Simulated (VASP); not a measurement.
# AgBr (Fm-3m) in VASP: notebook

AgBr is run at these levels: PBEsol; tasks: vibrations by perturbation theory.

Program: VASP 6.6.1. These are calculated values, not measurements. Logs are shortened: lines on timing, memory, paths and dates and some standing lists are left out, and cuts for length are marked.

## (1) The cell of the first run

Symmetry: Fm-3m, No. 225, cubic system. Conventional cell: a = 5.347 Å, b = 5.347 Å, c = 5.347 Å, α = 90.00°, β = 90.00°, γ = 90.00°. Ag (site symmetry m-3m) has 6 Br at 2.67 Å within 3.5 Å. Within 3.5 Å of Br (site symmetry m-3m) lie 6 Ag at 2.67 Å.

## (2) Vibrations by perturbation theory, PBEsol

Contents of INCAR:

```
PREC = Accurate
ENCUT = 500
EDIFF = 1E-8
ISMEAR = 0
SIGMA = 0.01
LREAL = F
LASPH = T
NELM = 120
ALGO = Normal
ISIF = 2
LWAVE = F
LCHARG = F
GGA = PS
IBRION = 8
NSW = 1
GGA_COMPAT = F
```

Contents of KPOINTS:

```
regular mesh
0
Gamma
  8 8 8
```

Contents of POSCAR:

```
AgBr
1.0
    2.6736185092      2.6736185092      0.0000000000
   -2.6736185092      2.6736185092      0.0000000000
    0.0000000000      2.6736185092      2.6736185092
Ag Br
1 1
Direct
    0.0000000000      0.0000000000      0.0000000000
    0.5000000000      0.5000000000      0.0000000000
```

Potentials or basis: VASP PAW PBE potentials, release 64 (Ag, Br).

Run with:

```bash
$ cat potpaw_PBE.64/Ag/POTCAR potpaw_PBE.64/Br/POTCAR > POTCAR
$ mpirun -np 1 vasp_std > vasp.out
```

OUTCAR:

```text
PREC = Accurate
   ENCUT = 500
   EDIFF = 1E-8
   ISMEAR = 0
   LREAL = F
   LASPH = T
   NELM = 120
   ISIF = 2
   GGA = PS
   IBRION = 8
   NSW = 1

 ion  position               nearest neighbor table
   1  0.000  0.000  0.000-   2 2.67   2 2.67   2 2.67   2 2.67   2 2.67   2 2.67
   2  0.500  0.500  0.000-   1 2.67   1 2.67   1 2.67   1 2.67   1 2.67   1 2.67

  LATTYP: Found a face centered cubic cell.
 ALAT       =     5.3472370184

  Lattice vectors:

 A1 = (   0.0000000000,   2.6736185092,   2.6736185092)
 A2 = (   2.6736185092,   0.0000000000,   2.6736185092)
 A3 = (   2.6736185092,   2.6736185092,   0.0000000000)

Analysis of symmetry for initial positions (statically):
=====================================================================
 Subroutine PRICEL returns:
 Original cell was already a primitive cell.

 Routine SETGRP: Setting up the symmetry group for a
 face centered cubic supercell.

 Subroutine GETGRP returns: Found 48 space group operations
 (whereof 48 operations were pure point group operations)
 out of a pool of 48 trial point group operations.

The static configuration has the point symmetry O_h .

Analysis of symmetry for dynamics (positions and initial velocities):
=====================================================================
 Subroutine PRICEL returns:
 Original cell was already a primitive cell.

 Routine SETGRP: Setting up the symmetry group for a
 face centered cubic supercell.

 Subroutine GETGRP returns: Found 48 space group operations
 (whereof 48 operations were pure point group operations)
 out of a pool of 48 trial point group operations.

The dynamic configuration has the point symmetry O_h .

 Subroutine INISYM returns: Found 48 space group operations
 (whereof 48 operations are pure point group operations),
 and found     1 'primitive' translations

----------------------------------------------------------------------------------------

                                     Primitive cell

  volume of cell :      38.2233

  direct lattice vectors                    reciprocal lattice vectors
     2.673618509  2.673618509  0.000000000     0.187012470  0.187012470 -0.187012470
    -2.673618509  2.673618509  0.000000000    -0.187012470  0.187012470 -0.187012470
     0.000000000  2.673618509  2.673618509     0.000000000  0.000000000  0.374024939

  length of vectors
     3.781067556  3.781067556  3.781067556     0.323915099  0.323915099  0.374024939

  position of ions in fractional coordinates (direct lattice)
     0.000000000  0.000000000  0.000000000
     0.500000000  0.500000000  0.000000000

  ion indices of the primitive-cell ions
   primitive index   ion index
                 1           1
                 2           2

----------------------------------------------------------------------------------------

 KPOINTS: regular mesh

Automatic generation of k-mesh.
 Grid dimensions read from file:
 generate k-points for:    8    8    8

 Generating k-lattice:

  Cartesian coordinates                     Fractional coordinates (reciprocal lattice)
     0.023376559  0.023376559 -0.023376559     0.125000000  0.000000000  0.000000000
    -0.023376559  0.023376559 -0.023376559     0.000000000  0.125000000  0.000000000
     0.000000000  0.000000000  0.046753117     0.000000000  0.000000000  0.125000000

  Length of vectors
     0.040489387  0.040489387  0.046753117

  Shift w.r.t. Gamma in fractional coordinates (k-lattice)
     0.000000000  0.000000000  0.000000000

 Subroutine IBZKPT returns following result:
[... 83 lines left out ...]
  volume of cell :       38.22
 maximum number of plane-waves:       982
   NGX = 13   NGY = 13   NGZ = 13

--------------------------------------- Ionic step        1  -------------------------------------------

 number of electron      18.0000001 magnetization

 Free energy of the ion-electron system (eV)
  ---------------------------------------------------
  ext. energy  EPLUGINS =         0.00000000
  ---------------------------------------------------
  free energy    TOTEN  =        -5.40864561 eV

  energy without entropy =       -5.40864561  energy(sigma->0) =       -5.40864561

 E-fermi :   6.5357     XC(G=0): -11.1968

 val. band max:        6.4571265547   @ k =   0.5000   0.0000   0.0000
 cond. band min:       7.0407675100   @ k =   0.0000   0.0000   0.0000
 fundamental gap:      0.5836409553
 Fermi energy:         6.5357201969

 k-point     1 :       0.0000    0.0000    0.0000
  band No.  band energies     occupation
      1     -10.2846      2.00000
      2       2.4673      2.00000
      3       2.4673      2.00000
      4       2.4673      2.00000
      5       2.4802      2.00000
      6       2.4802      2.00000
      7       3.6609      2.00000
      8       3.6609      2.00000
      9       3.6609      2.00000
     10       7.0408      0.00000
     11      16.1953      0.00000
     12      16.1953      0.00000
     13      16.1953      0.00000
[... 354 lines left out ...]
  band No.  band energies     occupation
      1      -9.4037      2.00000
      2      -0.3585      2.00000
      3       0.6945      2.00000
      4       0.7948      2.00000
      5       2.9239      2.00000
      6       3.0010      2.00000
      7       3.3961      2.00000
      8       4.7525      2.00000
      9       5.4609      2.00000
     10      11.0532      0.00000
     11      11.1688      0.00000
     12      14.1484      0.00000
     13      14.5532      0.00000

 [... further k-points ...]

------------------------ aborting loop because EDIFF is reached ----------------------------------------

  FORCE on cell =-STRESS in cart. coord.  units (eV):
  Direction    XX          YY          ZZ          XY          YZ          ZX
  --------------------------------------------------------------------------------------
  -------------------------------------------------------------------------------------
  Total        3.5752178      3.5752178      3.5752178      0.0000000      0.0000000      0.0000000
  in kB      149.8596686    149.8596686    149.8596686      0.0000000      0.0000000      0.0000000
  external PRESSURE =     149.8596686 kB  Pullay stress =       0.0000000 kB

 VOLUME and BASIS-vectors are now :
 -----------------------------------------------------------------------------
  energy-cutoff  :      500.00
  volume of cell :       38.22
      direct lattice vectors                 reciprocal lattice vectors
     2.673618509  2.673618509  0.000000000     0.187012470  0.187012470 -0.187012470
    -2.673618509  2.673618509  0.000000000    -0.187012470  0.187012470 -0.187012470
     0.000000000  2.673618509  2.673618509     0.000000000  0.000000000  0.374024939

 POSITION                                       TOTAL-FORCE (eV/Angst)
 -----------------------------------------------------------------------------------
      0.00000      0.00000      0.00000         0.000000      0.000000      0.000000
      0.00000      2.67362      0.00000        -0.000000     -0.000000      0.000000
 -----------------------------------------------------------------------------------
    total drift:                               -0.000000      0.000000     -0.000000

  FREE ENERGIE OF THE ION-ELECTRON SYSTEM (eV)
  ---------------------------------------------------
  free  energy   TOTEN  =        -5.4086456087 eV

  energy  without entropy=       -5.4086456087  energy(sigma->0) =       -5.40864561

[... ionic steps 2 to 3 ...]

--------------------------------------- Ionic step        4  -------------------------------------------

------------------------ aborting loop because EDIFF is reached ----------------------------------------

[... ionic steps 5 to 6 ...]

--------------------------------------- Ionic step        7  -------------------------------------------

 Free energy of the ion-electron system (eV)
  ---------------------------------------------------
  ---------------------------------------------------
  free energy    TOTEN  =        -0.13301087 eV

  energy without entropy =       -0.13301087

------------------------ aborting loop because EDIFF is reached ----------------------------------------

 INTERNAL STRAIN TENSOR  FOR ION    2  DIRECTION 1   (eV/Angst):
 -----------------------------------------------------------------------------
    -0.01251  0.00000 -0.00000
    -0.00000 -0.02165 -0.00000
     0.00000 -0.00000 -0.02165

 INTERNAL STRAIN TENSOR FOR ION    2 for displacements in x,y,z  (eV/Angst):
          X           Y           Z          XY          YZ          ZX
  --------------------------------------------------------------------------------
  x     0.00000     0.00000     0.00000     0.00000     0.00000     0.00000
  y     0.00000     0.00000     0.00000     0.00000     0.00000     0.00000
  z     0.00000     0.00000     0.00000     0.00000     0.00000     0.00000

 SECOND DERIVATIVES (NOT SYMMETRIZED)
 ------------------------------------
               1X          1Y          1Z          2X          2Y          2Z
  1X    -3.816545   -0.000000    0.000000    3.816545    0.000000   -0.000000
  1Y     0.000000   -3.816545   -0.000000   -0.000000    3.816545    0.000000
  1Z    -0.000000   -0.000000   -3.816545    0.000000    0.000000    3.816545
  2X     3.801354    0.000000   -0.000000   -3.801354   -0.000000    0.000000
  2Y    -0.000000    3.801354    0.000000    0.000000   -3.801354   -0.000000
  2Z    -0.000000    0.000000    3.801354    0.000000   -0.000000   -3.801354

 Eigenvectors and eigenvalues of the dynamical matrix
 ----------------------------------------------------

   1 f  =    4.502709 THz    28.291355 2PiTHz  150.194204 cm-1    18.621700 meV
             X         Y         Z           dx          dy          dz
      0.000000  0.000000  0.000000     0.065869    0.401922    0.510522
      0.000000  2.673619  0.000000    -0.076380   -0.466055   -0.591985
[... 21 lines left out ...]
   6 f/i=    0.004441 THz     0.027902 2PiTHz    0.148125 cm-1     0.018365 meV
             X         Y         Z           dx          dy          dz
      0.000000  0.000000  0.000000     0.245847    0.603895    0.385171
      0.000000  2.673619  0.000000     0.212016    0.520794    0.332168

--------------------------------------------------------------------------------------------------------

 ELASTIC MODULI CONTR FROM IONIC RELAXATION (kBar)
 Direction    XX          YY          ZZ          XY          YZ          ZX
 --------------------------------------------------------------------------------
 XX           0.0000      0.0000      0.0000      0.0000      0.0000      0.0000
 YY           0.0000      0.0000      0.0000      0.0000      0.0000      0.0000
 ZZ           0.0000      0.0000      0.0000      0.0000      0.0000      0.0000
 XY           0.0000      0.0000      0.0000      0.0000      0.0000      0.0000
 YZ           0.0000      0.0000      0.0000      0.0000      0.0000      0.0000
 ZX           0.0000      0.0000      0.0000      0.0000      0.0000      0.0000
 --------------------------------------------------------------------------------
```

Wall time 2.7 min (1 thread of Intel Xeon 8259CL, shared host); peak memory 0.23 GiB.

What came out:

```yaml
Highest_phonon_frequency_at_Γ_LO-TO_splitting_left_out: 150 cm⁻¹
```

Phonon frequencies in cm⁻¹ (negative: imaginary):
| q point | frequencies |
| --- | --- |
| (0.000, 0.000, 0.000) | 0 0 0 150 150 150 |

Caveat: the cell stands under pressure or tension, which shifts response properties; the PAW data sets were made with another functional, which shifts forces and pressure a little.

## (3) Vibrations by perturbation theory, PBEsol

This run uses another cell than the first one, of 19.98 Å³/atom.

Contents of INCAR:

```
PREC = Accurate ; ENCUT = 500
EDIFF = 1E-8 ; ISMEAR = 0
SIGMA = 0.01 ; LREAL = False
LASPH = True ; NELM = 120
ALGO = Normal ; ISIF = 2
LWAVE = False ; LCHARG = True
GGA = PS ; NBANDS = 16
IBRION = 8 ; NSW = 1
GGA_COMPAT = False
```

KPOINTS is that of step 2.

Contents of POSCAR:

```
AgBr
1.0
    2.7135752537      2.7135752537      0.0000000000
   -2.7135752537      2.7135752537      0.0000000000
    0.0000000000      2.7135752537      2.7135752537
Ag Br
1 1
Direct
    0.0000000000      0.0000000000      0.0000000000
    0.5000000000      0.5000000000      0.0000000000
```

Potentials or basis: VASP PAW PBE potentials, release 64 (Ag, Br).

Run with:

```bash
$ cat potpaw_PBE.64/Ag/POTCAR potpaw_PBE.64/Br/POTCAR > POTCAR
$ mpirun -np 1 vasp_std > vasp.out
```

OUTCAR:

```text
PREC = Accurate
   ENCUT = 500
   EDIFF = 1E-8
   ISMEAR = 0
   LREAL = False
   LASPH = True
   NELM = 120
   ISIF = 2
   GGA = PS
   IBRION = 8
   NSW = 1

 ion  position               nearest neighbor table
   1  0.000  0.000  0.000-   2 2.71   2 2.71   2 2.71   2 2.71   2 2.71   2 2.71
   2  0.500  0.500  0.000-   1 2.71   1 2.71   1 2.71   1 2.71   1 2.71   1 2.71

  LATTYP: Found a face centered cubic cell.
 ALAT       =     5.4271505074

  Lattice vectors:

 A1 = (   0.0000000000,   2.7135752537,   2.7135752537)
 A2 = (   2.7135752537,   0.0000000000,   2.7135752537)
 A3 = (   2.7135752537,   2.7135752537,   0.0000000000)

Analysis of symmetry for initial positions (statically):
=====================================================================
 Subroutine PRICEL returns:
 Original cell was already a primitive cell.
[... 685 lines left out ...]

------------------------ aborting loop because EDIFF is reached ----------------------------------------

 INTERNAL STRAIN TENSOR  FOR ION    2  DIRECTION 1   (eV/Angst):
 -----------------------------------------------------------------------------
    -0.01500  0.00000 -0.00000
    -0.00000 -0.01982  0.00000
    -0.00000  0.00000 -0.01982

 INTERNAL STRAIN TENSOR FOR ION    2 for displacements in x,y,z  (eV/Angst):
          X           Y           Z          XY          YZ          ZX
  --------------------------------------------------------------------------------
  x     0.00000     0.00000     0.00000     0.00000     0.00000     0.00000
  y     0.00000     0.00000     0.00000     0.00000     0.00000     0.00000
  z     0.00000     0.00000     0.00000     0.00000     0.00000     0.00000

 SECOND DERIVATIVES (NOT SYMMETRIZED)
 ------------------------------------
               1X          1Y          1Z          2X          2Y          2Z
  1X    -3.054799   -0.000000    0.000000    3.054799    0.000000   -0.000000
  1Y     0.000000   -3.054799   -0.000000   -0.000000    3.054799    0.000000
  1Z    -0.000000   -0.000000   -3.054799    0.000000    0.000000    3.054799
  2X     3.045449    0.000000    0.000000   -3.045449    0.000000    0.000000
  2Y     0.000000    3.045449    0.000000    0.000000   -3.045449    0.000000
  2Z     0.000000    0.000000    3.045449    0.000000    0.000000   -3.045449

 Eigenvectors and eigenvalues of the dynamical matrix
 ----------------------------------------------------

   1 f  =    4.029442 THz    25.317730 2PiTHz  134.407715 cm-1    16.664425 meV
             X         Y         Z           dx          dy          dz
      0.000000  0.000000  0.000000    -0.591037    0.272247    0.053325
      0.000000  2.713575  0.000000     0.685663   -0.315835   -0.061863
[... 21 lines left out ...]
   6 f/i=    0.003054 THz     0.019190 2PiTHz    0.101879 cm-1     0.012631 meV
             X         Y         Z           dx          dy          dz
      0.000000  0.000000  0.000000     0.529498    0.291585    0.456424
      0.000000  2.713575  0.000000     0.456424    0.251344    0.393434

--------------------------------------------------------------------------------------------------------

 ELASTIC MODULI CONTR FROM IONIC RELAXATION (kBar)
 Direction    XX          YY          ZZ          XY          YZ          ZX
 --------------------------------------------------------------------------------
 XX           0.0000      0.0000      0.0000      0.0000      0.0000      0.0000
 YY           0.0000      0.0000      0.0000      0.0000      0.0000      0.0000
 ZZ           0.0000      0.0000      0.0000      0.0000      0.0000      0.0000
 XY           0.0000      0.0000      0.0000      0.0000      0.0000      0.0000
 YZ           0.0000      0.0000      0.0000      0.0000      0.0000      0.0000
 ZX           0.0000      0.0000      0.0000      0.0000      0.0000      0.0000
 --------------------------------------------------------------------------------
```

It took 2.5 min on 1 thread of Intel Xeon 8259CL, shared host; peak memory 0.24 GiB.

Results:

| Quantity | Value |
| --- | --- |
| Highest phonon frequency at Γ, LO-TO splitting left out | 134 cm⁻¹ |

Phonon frequencies in cm⁻¹ (negative: imaginary):
| q point | frequencies |
| --- | --- |
| (0.000, 0.000, 0.000) | 0 0 0 134 134 134 |

Caveat: the cell stands under pressure or tension, which shifts response properties; the PAW data sets were made with another functional, which shifts forces and pressure a little.
